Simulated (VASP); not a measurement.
A run of VASP 6.6.1 is set up as follows.

INCAR

```
ALGO     = Normal         # electronic algorithm
EDIFF    = 1E-6           # SCF threshold, eV
ENCUT    = 630            # plane-wave cutoff, eV
GGA      = PE             # functional
GGA_COMPAT= F            
ISIF     = 2              # what is computed and relaxed
ISMEAR   = 0              # smearing method
LASPH    = T              # aspherical terms in the spheres
LCHARG   = F              # write CHGCAR
LREAL    = F              # projectors in reciprocal space
LWAVE    = F              # write WAVECAR
NBANDS   = 27             # bands
NELM     = 120            # most SCF steps
PREC     = Accurate       # precision mode
SIGMA    = 0.1            # smearing width, eV
```

File KPOINTS:

```
k-points
0
Gamma
  21 21 10
```

Contents of POSCAR:

```
Cd
1.0
    2.8942550104      0.0000000000      0.0000000000
   -1.4471275052      2.5064983641      0.0000000000
    0.0000000000      0.0000000000      6.1747060478
Cd
2
Direct
    0.3333333333      0.6666666667      0.2500000000
    0.6666666667      0.3333333333      0.7500000000
```

Potentials or basis: VASP PAW PBE potentials, release 64 (Cd_sv_GW).

Run with:

```sh
$ cat potpaw_PBE.64/Cd_sv_GW/POTCAR > POTCAR
$ mpirun -np 1 vasp_std > vasp.out
```

**Question.** Predict the band gap on the k mesh.

**Answer.** Zero (bands 20 and 21 overlap by 4.91 eV).

**Question.** Estimate the pressure.

**Answer.** 3.4 GPa.

Stress tensor (GPa, compression positive):
```
 5.25  0.00  0.00
 0.00  5.25  0.00
 0.00  0.00 -0.22
```

Caveat: the cell differs from its parent crystal (biaxial strain in the a-b plane: -4.0 %, then relaxed in part); the stress differs along the axes, from -0 to 5 GPa.
